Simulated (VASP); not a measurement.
Hf: single point with r2SCAN

The system is Hf.

```
CELL_PARAMETERS angstrom
3.19876 0.00000 0.00000
-1.59938 2.77020 0.00000
0.00000 0.00000 5.05288
ATOMIC_POSITIONS crystal
Hf 0.33333 0.66667 0.25000
Hf 0.66667 0.33333 0.75000
```

| Item | Value |
| --- | --- |
| Program | VASP 6.6.1 |
| Task | single point |
| Functional | r2SCAN |
| Potentials or basis | VASP PAW PBE potentials, release 64 (Hf_pv) |
| Cutoff | 550 eV |
| k mesh | 13 × 13 × 7 |
| Occupations | fermi-dirac, width 0.15 eV |
| Spin | no spin polarisation |
| Dipole correction | no |
| Further INCAR settings | ALGO = Normal; EDIFF = 1e-06; NBANDS = 17 |

```yaml
Pressure: -0.6 GPa
Band_gap_on_the_k_mesh: zero (bands 10 and 11 overlap by 1.81 eV)
```

Stress tensor (GPa, compression positive):
```
-0.57  0.00  0.00
 0.00 -0.57  0.00
 0.00  0.00 -0.65
```

Levels at points of the mesh, in eV from the Fermi level:
```
           k point  band 7  band 8  band 9  band 10  band 11  band 12  band 13  band 14
(0.00, 0.00, 0.00)   -7.72   -3.81    0.45     1.36     1.36     1.69     2.24     2.24
```

Run time: 88 s on 1 thread of Intel(R) Xeon(R) 6975P-C (Granite Rapids) (shared host), peak memory 0.21 GiB.

Caveat: the PAW data sets were made with another functional, which shifts forces and pressure a little; spin-orbit coupling is left out, which moves the levels of the heavy elements.
